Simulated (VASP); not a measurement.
# Cu (P6_3/mmc) in VASP: further runs

Runs on Cu. Level: PBEsol. Tasks: single point.

Everything below comes from runs of VASP 6.6.1. Logs are shortened: lines on timing, memory, paths and dates and some standing lists are left out, and cuts for length are marked.

## 1. The cell of the first run

The structure is hexagonal, space group P6_3/mmc (No. 194). The conventional cell has a = 2.416 Å, b = 2.416 Å, c = 7.870 Å, α = 90.00°, β = 90.00°, γ = 120.00°. Cu (site symmetry -6m2) has 12 Cu at 2.41 to 2.42 Å within 3.2 Å. Cu (site symmetry -3m) has 12 Cu at 2.41 to 2.42 Å within 3.2 Å.

This isn't the form of Cu at room conditions, which is fcc.

## 2. Single point, PBEsol

File INCAR:

```
ALGO = Fast
EDIFF = 1E-6
ENCUT = 520
GGA = PS
ISIF = 2
ISMEAR = -1
LASPH = True
LCHARG = False
LREAL = False
LWAVE = False
NBANDS = 30
NELM = 80
PREC = Accurate
SIGMA = 0.05
```

File KPOINTS:

```
k-points
0
Gamma
  12 12 4
```

File POSCAR:

```
Cu
1.0
    2.4159774987      0.0000000000      0.0000000000
   -1.2079887494      2.0922978888      0.0000000000
    0.0000000000      0.0000000000      7.8696614155
Cu
4
Direct
    0.6666666667      0.3333333333      0.7500000000
    0.0000000000      0.0000000000      0.5000000000
    0.3333333333      0.6666666667      0.2500000000
    0.0000000000      0.0000000000      0.0000000000
```

Potentials or basis: VASP PAW PBE potentials, release 64 (Cu).

On the command line:

```bash
$ cat potpaw_PBE.64/Cu/POTCAR > POTCAR
$ mpirun -np 1 vasp_std > vasp.out
```

OUTCAR:

```text
EDIFF = 1E-6
   ENCUT = 520
   GGA = PS
   ISIF = 2
   ISMEAR = -1
   LASPH = True
   LREAL = False
   NELM = 80
   PREC = Accurate

 ion  position               nearest neighbor table
   1  0.667  0.333  0.750-   2 2.41   4 2.41   2 2.41   4 2.41   2 2.41   4 2.41
   2  0.000  0.000  0.500-   1 2.41   3 2.41   3 2.41   1 2.41   1 2.41   3 2.41
   3  0.333  0.667  0.250-   2 2.41   4 2.41   2 2.41   4 2.41   2 2.41   4 2.41
   4  0.000  0.000  0.000-   1 2.41   3 2.41   3 2.41   1 2.41   1 2.41   3 2.41

  LATTYP: Found a hexagonal cell.
 ALAT       =     2.4159774987
 C/A-ratio  =     3.2573405256

  Lattice vectors:

 A1 = (   2.4159774987,   0.0000000000,   0.0000000000)
 A2 = (  -1.2079887494,   2.0922978888,   0.0000000000)
 A3 = (   0.0000000000,   0.0000000000,   7.8696614155)

Analysis of symmetry for initial positions (statically):
=====================================================================
 Subroutine PRICEL returns:
 Original cell was already a primitive cell.

 Routine SETGRP: Setting up the symmetry group for a
 hexagonal supercell.

 Subroutine GETGRP returns: Found 24 space group operations
 (whereof 12 operations were pure point group operations)
 out of a pool of 24 trial point group operations.

The static configuration has the point symmetry D_3d.
 The point group associated with its full space group is D_6h.

Analysis of symmetry for dynamics (positions and initial velocities):
=====================================================================
 Subroutine PRICEL returns:
 Original cell was already a primitive cell.

 Routine SETGRP: Setting up the symmetry group for a
 hexagonal supercell.

 Subroutine GETGRP returns: Found 24 space group operations
 (whereof 12 operations were pure point group operations)
 out of a pool of 24 trial point group operations.

The dynamic configuration has the point symmetry D_3d.
 The point group associated with its full space group is D_6h.

 Subroutine INISYM returns: Found 24 space group operations
 (whereof 12 operations are pure point group operations),
 and found     1 'primitive' translations

----------------------------------------------------------------------------------------

                                     Primitive cell

  volume of cell :      39.7807

  direct lattice vectors                    reciprocal lattice vectors
     2.415977499  0.000000000  0.000000000     0.413911140  0.238971708  0.000000000
    -1.207988749  2.092297889  0.000000000     0.000000000  0.477943416  0.000000000
     0.000000000  0.000000000  7.869661416     0.000000000  0.000000000  0.127070270

  length of vectors
     2.415977499  2.415977499  7.869661416     0.477943416  0.477943416  0.127070270

  position of ions in fractional coordinates (direct lattice)
     0.666666667  0.333333333  0.750000000
     0.000000000  0.000000000  0.500000000
     0.333333333  0.666666667  0.250000000
     0.000000000  0.000000000  0.000000000

  ion indices of the primitive-cell ions
   primitive index   ion index
                 1           1
                 2           2
                 3           3
                 4           4

----------------------------------------------------------------------------------------

 KPOINTS: k-points

Automatic generation of k-mesh.
 Grid dimensions read from file:
 generate k-points for:   12   12    4

 Generating k-lattice:

  Cartesian coordinates                     Fractional coordinates (reciprocal lattice)
     0.034492595  0.019914309  0.000000000     0.083333333  0.000000000  0.000000000
     0.000000000  0.039828618  0.000000000     0.000000000  0.083333333  0.000000000
     0.000000000  0.000000000  0.031767567     0.000000000  0.000000000  0.250000000

  Length of vectors
     0.039828618  0.039828618  0.031767567

  Shift w.r.t. Gamma in fractional coordinates (k-lattice)
     0.000000000  0.000000000  0.000000000

 Subroutine IBZKPT returns following result:
 ===========================================

 Found     57 irreducible k-points:

 Following reciprocal coordinates:
            Coordinates               Weight
  0.000000  0.000000  0.000000      1.000000
  0.083333 -0.000000  0.000000      6.000000
  0.166667 -0.000000  0.000000      6.000000
  0.250000  0.000000  0.000000      6.000000
  0.333333  0.000000  0.000000      6.000000
  0.416667 -0.000000  0.000000      6.000000
[... 16 lines left out ...]
  0.250000  0.000000  0.250000     12.000000
  0.333333  0.000000  0.250000     12.000000
 [... further k-points ...]
   k-points           NKPTS =     57   k-points in BZ     NKDIM =     57   number of bands    NBANDS=     30
   number of dos      NEDOS =    301   number of ions     NIONS =      4
   total plane-waves  NPLWV =  19440
   dimension x,y,z NGX =    18 NGY =   18 NGZ =   60
   dimension x,y,z NGXF=    36 NGYF=   36 NGZF=  120
   ions per type =               4
   NGX,Y,Z   is equivalent  to a cutoff of  12.39, 12.39, 12.67 a.u.
   NGXF,Y,Z  is equivalent  to a cutoff of  24.77, 24.77, 25.35 a.u.
 SYSTEM =  unknown system
   PREC   = accura    normal or accurate (medium, high low for compatibility)
   ISTART =      0    job   : 0-new  1-cont  2-samecut
   ICHARG =      2    charge: 1-file 2-atom 10-const
   ISPIN  =      1    spin polarized calculation?
   LNONCOLLINEAR =      F non collinear calculations
   LSORBIT =      F    spin-orbit coupling
   LASPH  =      T    aspherical Exc in radial PAW
   ENCUT  =  520.0 eV  38.22 Ry    6.18 a.u.   4.49  4.49 14.63*2*pi/ulx,y,z
   NELM   =     80;   NELMIN=  2; NELMDL= -5     # of ELM steps
   EDIFF  = 0.1E-05   stopping-criterion for ELM
   LREAL  =      F    real-space projection
   EDIFFG = 0.1E-04   stopping-criterion for IOM
   NSW    =      0    number of steps for IOM
   IBRION =     -1    ionic relax: 0-MD 1-quasi-New 2-CG
   NFREE  =      0    steps in history (QN), initial steepest desc. (CG)
   ISIF   =      2    stress and relaxation
   ISYM   =      2    0-nonsym 1-usesym 2-fastsym
   POTIM  = 0.5000    time-step for ionic-motion
   TEBEG  =    0.0;   TEEND  =   0.0 temperature during run
   PSTRESS=    0.0 pullay stress
   NELECT =      44.0000    total number of electrons
   NUPDOWN=      -1.0000    fix difference up-down
   EMIN   =  10.00;   EMAX   =-10.00  energy-range for DOS
   EFERMI =   0.00;   METHOD = LEGACY
   ISMEAR =    -1;   SIGMA  =   0.05  broadening in eV -4-tet -1-fermi 0-gaus
   EFERMI_NEDOS =   21; number of points for ismear=-14 and -15
   IALGO  =     68    algorithm
   IMIX   =      4    mixing-type and parameters
     AMIX     =   0.40;   BMIX     =  1.00
     AMIX_MAG =   1.60;   BMIX_MAG =  1.00
  volume/ion in A,a.u.               =       9.95        67.11
  Fermi-wavevector in a.u.,A,eV,Ry     =   1.693044  3.199389 38.999711  2.866398
  Thomas-Fermi vector in A             =   2.774521
   LORBIT       =      0    0 simple, 1 ext, 2 COOP (PROOUT), +10 PAW based schemes
   GGA     = PS    functional components
   LHFCALC =     F    Hartree Fock is set to
   AEXX    =    0.0000 exact exchange contribution
   IVDW    =     0    specifies the selected vdW correction
   LEPSILON=     F    determine dielectric tensor
   LRPA    =     F    only Hartree local field effects (RPA)
 non-spin polarized calculation
 RMM-DIIS sequential band-by-band and
  energy-cutoff  :      520.00
  volume of cell :       39.78
 maximum number of plane-waves:      1097
 NGX is ok and might be reduce to    18
   NGX =  9   NGY =  9   NGZ = 29

 number of electron      44.0000062 magnetization

 Free energy of the ion-electron system (eV)
  ---------------------------------------------------
  ext. energy  EPLUGINS =         0.00000000
  ---------------------------------------------------
  free energy    TOTEN  =       -16.72657341 eV

  energy without entropy =      -16.71389870  energy(sigma->0) =      -16.72023605

 E-fermi :   9.6754     XC(G=0): -13.9441

 val. band max:        9.6312993822   @ k =   0.3333   0.1667   0.5000
 cond. band min:       9.6792070622   @ k =   0.2500   0.2500   0.5000
 fundamental gap:      0.0479076800
 Fermi energy:         9.6754114723

 k-point     1 :       0.0000    0.0000    0.0000
  band No.  band energies     occupation
      1      -1.0562      2.00000
      2       1.3171      2.00000
      3       1.3344      2.00000
      4       3.5649      2.00000
      5       5.7747      2.00000
      6       5.7768      2.00000
[... 22 lines left out ...]
     29      32.9084      0.00000
     30      33.7171      0.00000

 k-point     2 :       0.0833   -0.0000    0.0000
  band No.  band energies     occupation
      1      -0.8024      2.00000
      2       1.5397      2.00000
      3       1.5565      2.00000
      4       3.7201      2.00000
      5       5.6394      2.00000
      6       5.7092      2.00000
[... 22 lines left out ...]
     29      31.3605      0.00000
     30      31.3885      0.00000

 k-point     3 :       0.1667   -0.0000    0.0000
  band No.  band energies     occupation
      1      -0.0618      2.00000
      2       2.1596      2.00000
      3       2.1746      2.00000
      4       4.1169      2.00000
      5       5.3963      2.00000
      6       5.5452      2.00000
[... 22 lines left out ...]
     29      27.6495      0.00000
     30      27.6974      0.00000

 k-point     4 :       0.2500    0.0000    0.0000
  band No.  band energies     occupation
      1       1.0881      2.00000
      2       2.9763      2.00000
      3       2.9882      2.00000
      4       4.4867      2.00000
      5       5.1946      2.00000
      6       5.2338      2.00000
[... 616 lines left out ...]
     29      27.7835      0.00000
     30      28.9131      0.00000

 k-point    23 :       0.2500    0.0000    0.2500
  band No.  band energies     occupation
      1       1.2236      2.00000
      2       2.2320      2.00000
      3       3.7258      2.00000
      4       4.4692      2.00000
      5       5.0982      2.00000
      6       5.1163      2.00000
[... 22 lines left out ...]
     29      24.9712      0.00000
     30      27.4851      0.00000

 k-point    24 :       0.3333    0.0000    0.2500
  band No.  band energies     occupation
      1       2.5285      2.00000
      2       3.1541      2.00000
      3       3.9515      2.00000
      4       4.4776      2.00000
      5       4.7735      2.00000
      6       4.8924      2.00000
[... 22 lines left out ...]
     29      23.7250      0.00000
     30      24.5237      0.00000

 [... further k-points ...]

------------------------ aborting loop because EDIFF is reached ----------------------------------------

  FORCE on cell =-STRESS in cart. coord.  units (eV):
  Direction    XX          YY          ZZ          XY          YZ          ZX
  --------------------------------------------------------------------------------------
  -------------------------------------------------------------------------------------
  Total        7.5724897      7.5724897      7.5567432     -0.0000000     -0.0000000     -0.0000000
  in kB      304.9838360    304.9838360    304.3496432     -0.0000000     -0.0000000     -0.0000000
  external PRESSURE =     304.7724384 kB  Pullay stress =       0.0000000 kB

 VOLUME and BASIS-vectors are now :
 -----------------------------------------------------------------------------
  energy-cutoff  :      520.00
  volume of cell :       39.78
      direct lattice vectors                 reciprocal lattice vectors
     2.415977499  0.000000000  0.000000000     0.413911140  0.238971708  0.000000000
    -1.207988749  2.092297889  0.000000000     0.000000000  0.477943416  0.000000000
     0.000000000  0.000000000  7.869661416     0.000000000  0.000000000  0.127070270

 POSITION                                       TOTAL-FORCE (eV/Angst)
 -----------------------------------------------------------------------------------
      1.20799      0.69743      5.90225        -0.000000      0.000000      0.000000
      0.00000      0.00000      3.93483         0.000000      0.000000      0.000000
     -0.00000      1.39487      1.96742        -0.000000     -0.000000     -0.000000
      0.00000      0.00000      0.00000         0.000000      0.000000      0.000000
 -----------------------------------------------------------------------------------
    total drift:                                0.000000     -0.000000      0.000000

  FREE ENERGIE OF THE ION-ELECTRON SYSTEM (eV)
  ---------------------------------------------------
  free  energy   TOTEN  =       -16.7265734115 eV

  energy  without entropy=      -16.7138986968  energy(sigma->0) =      -16.72023605
```

It took 2.4 min on 1 thread of Intel Xeon 8259CL, shared host; peak memory 0.18 GiB.

What came out:

```yaml
Free_energy: -16.7266 eV
Pressure: 30.5 GPa
Band_gap_on_the_k_mesh: zero (bands 22 and 23 overlap by 5.67 eV)
```

Caveat: the cell stands under pressure; the PAW data sets were made with another functional, which shifts forces and pressure a little.

## 3. Single point, PBEsol

This run uses another cell than the first one, of 10.30 Å³/atom.

File INCAR:

```
SYSTEM = Cu
ALGO = Normal
EDIFF = 1E-6
ENCUT = 520
GGA = PS
ISIF = 2
ISMEAR = -1
LASPH = .True.
LCHARG = .True.
LELF = .True.
LREAL = .False.
LVHAR = .True.
LWAVE = .False.
NBANDS = 30
NELM = 100
PREC = Accurate
SIGMA = 0.05
```

File KPOINTS:

```
k-points
0
Gamma
  12 12 4
  0 0 0
```

File POSCAR:

```
Cu
1.0
    2.4449130929      0.0000000000      0.0000000000
   -1.2224565465      2.1173568485      0.0000000000
    0.0000000000      0.0000000000      7.9621088386
Cu
4
Direct
    0.6666666667      0.3333333333      0.7500000000
    0.0000000000      0.0000000000      0.5000000000
    0.3333333333      0.6666666667      0.2500000000
    0.0000000000      0.0000000000      0.0000000000
```

Potentials or basis: VASP PAW PBE potentials, release 64 (Cu).

On the command line:

```bash
$ cat potpaw_PBE.64/Cu/POTCAR > POTCAR
$ mpirun -np 1 vasp_std > vasp.out
```

It took 84 s on 1 thread of Intel Xeon 8259CL, shared host; peak memory 0.18 GiB.

It converged, with:

```
Free energy            : -16.9573 eV
Pressure               : 21.6 GPa
Band gap on the k mesh : zero (bands 22 and 23 overlap by 5.54 eV)
```

Levels at points of the mesh, in eV from the Fermi level:
| k point | band 19 | band 20 | band 21 | band 22 | band 23 | band 24 | band 25 | band 26 |
| --- | --- | --- | --- | --- | --- | --- | --- | --- |
| (0.00, 0.00, 0.00) | -2.29 | -2.09 | -2.09 | -1.74 | -1.74 | -1.36 | 4.59 | 13.76 |
| (0.50, 0.00, 0.00) | -1.57 | -1.55 | -0.87 | 0.24 | 1.14 | 1.75 | 5.37 | 5.39 |
| (0.00, 0.00, 0.50) | -2.44 | -2.44 | -1.88 | -1.88 | -1.88 | -1.88 | 7.84 | 7.84 |
| (0.50, 0.00, 0.50) | -1.58 | -1.58 | 0.03 | 0.03 | 1.50 | 1.50 | 5.83 | 5.83 |

Caveat: the cell stands under pressure; the PAW data sets were made with another functional, which shifts forces and pressure a little.

## 4. Single point, PBEsol

This run uses another cell than the first one, of 10.75 Å³/atom.

File INCAR:

```
  ALGO = Normal
  EDIFF = 1E-6
  ENCUT = 520
  GGA = PS
  ISIF = 2
  ISMEAR = -1
  LASPH = True
  LCHARG = False
  LREAL = False
  LWAVE = False
  NBANDS = 30
  NELM = 60
  PREC = Accurate
  SIGMA = 0.05
```

File KPOINTS:

```
k-points
0
Gamma
  12 12 4
```

File POSCAR:

```
Cu
1.0
    2.4795138241      0.0000000000      0.0000000000
   -1.2397569121      2.1473219607      0.0000000000
    0.0000000000      0.0000000000      8.0737244253
Cu
4
Direct
    0.6666666667      0.3333333333      0.7500000000
    0.0000000000      0.0000000000      0.5000000000
    0.3333333333      0.6666666667      0.2500000000
    0.0000000000      0.0000000000      0.0000000000
```

On the command line:

```bash
$ cat potpaw_PBE.64/Cu/POTCAR > POTCAR
$ mpirun -np 1 vasp_std > vasp.out
```

Run time: 2.1 min. Hardware: 1 thread of Intel Xeon 8259CL, shared host; peak memory 0.18 GiB.

It converged, with:

* Free energy: -17.1300 eV
* Pressure: 11.0 GPa
* Band gap on the k mesh: zero (bands 22 and 23 overlap by 5.40 eV)

Levels at points of the mesh, in eV from the Fermi level:
| k point | band 19 | band 20 | band 21 | band 22 | band 23 | band 24 | band 25 | band 26 |
| --- | --- | --- | --- | --- | --- | --- | --- | --- |
| (0.00, 0.00, 0.00) | -2.20 | -2.01 | -2.01 | -1.68 | -1.68 | -1.21 | 4.36 | 13.39 |
| (0.50, 0.00, 0.00) | -1.52 | -1.50 | -0.76 | 0.32 | 1.11 | 1.70 | 5.14 | 5.16 |
| (0.00, 0.00, 0.50) | -2.34 | -2.34 | -1.82 | -1.82 | -1.82 | -1.82 | 7.58 | 7.58 |
| (0.50, 0.00, 0.50) | -1.53 | -1.53 | 0.06 | 0.06 | 1.47 | 1.47 | 5.61 | 5.61 |

Caveat: the cell stands under pressure; the PAW data sets were made with another functional, which shifts forces and pressure a little.

## 5. Single point, PBEsol

This run uses another cell than the first one, of 11.01 Å³/atom.

File INCAR:

```
SYSTEM = Cu
PREC = Accurate
ENCUT = 520
EDIFF = 1E-6
ISMEAR = -1
SIGMA = 0.05
LREAL = .False.
LASPH = .True.
NELM = 60
ALGO = Normal
ISIF = 2
LWAVE = .False.
LCHARG = .True.
GGA = PS
LELF = .True.
LVHAR = .True.
NBANDS = 30
```

File KPOINTS:

```
regular mesh
0
Gamma
  12 12 4
  0 0 0
```

File POSCAR:

```
Cu
1.0
    2.4996568845      0.0000000000      0.0000000000
   -1.2498284423      2.1647663627      0.0000000000
    0.0000000000      0.0000000000      8.1403569169
Cu
4
Direct
    0.6666666667      0.3333333333      0.7500000000
    0.0000000000      0.0000000000      0.5000000000
    0.3333333333      0.6666666667      0.2500000000
    0.0000000000      0.0000000000      0.0000000000
```

On the command line:

```bash
$ cat potpaw_PBE.64/Cu/POTCAR > POTCAR
$ mpirun -np 1 vasp_std > vasp.out
```

Run time: 1.7 min. Hardware: 1 thread of Intel Xeon 8259CL, shared host; peak memory 0.2 GiB.

Results (log left out):

```yaml
Free_energy: -17.1849 eV
Pressure: 5.8 GPa
Band_gap_on_the_k_mesh: zero (bands 22 and 23 overlap by 5.32 eV)
```

Stress tensor (GPa, compression positive):
```
5.80 0.00 0.00
0.00 5.80 0.00
0.00 0.00 5.72
```

Levels at points of the mesh, in eV from the Fermi level:
```csv
k point,band 20,band 21,band 22,band 23,band 24,band 25
"(0.00, 0.00, 0.00)",-1.96,-1.96,-1.65,-1.65,-1.13,4.23
"(0.50, 0.00, 0.00)",-1.48,-0.70,0.36,1.09,1.68,5.01
"(0.00, 0.00, 0.50)",-2.28,-1.78,-1.78,-1.78,-1.78,7.43
"(0.50, 0.00, 0.50)",-1.51,0.08,0.08,1.46,1.46,5.49
```

Caveat: the cell stands under pressure; the PAW data sets were made with another functional, which shifts forces and pressure a little.

## 6. Overview

```tsv
cell	gap on the mesh (eV)	pressure (GPa)
a = 2.416, b = 2.416, c = 7.870 Å, angles 90.0, 90.0, 120.0°, 4 atoms	none	30.5
a = 2.445, b = 2.445, c = 7.962 Å, angles 90.0, 90.0, 120.0°, 4 atoms	none	21.6
a = 2.480, b = 2.480, c = 8.074 Å, angles 90.0, 90.0, 120.0°, 4 atoms	none	11.0
a = 2.500, b = 2.500, c = 8.140 Å, angles 90.0, 90.0, 120.0°, 4 atoms	none	5.8
```

Alike in all rows: task single point; level PBEsol; potentials or basis VASP PAW PBE potentials, release 64 (Cu); no spin polarisation; k mesh 12 × 12 × 4; cutoff (eV) 520; smearing fermi-dirac 0.05 eV.

Caveats: the cell stands under pressure; the PAW data sets were made with another functional, which shifts forces and pressure a little.

Total energies depend on the potentials used, so only differences within one code and one set of settings carry meaning.

The gap in the log of VASP goes by the Fermi energy; the results here count the filled bands.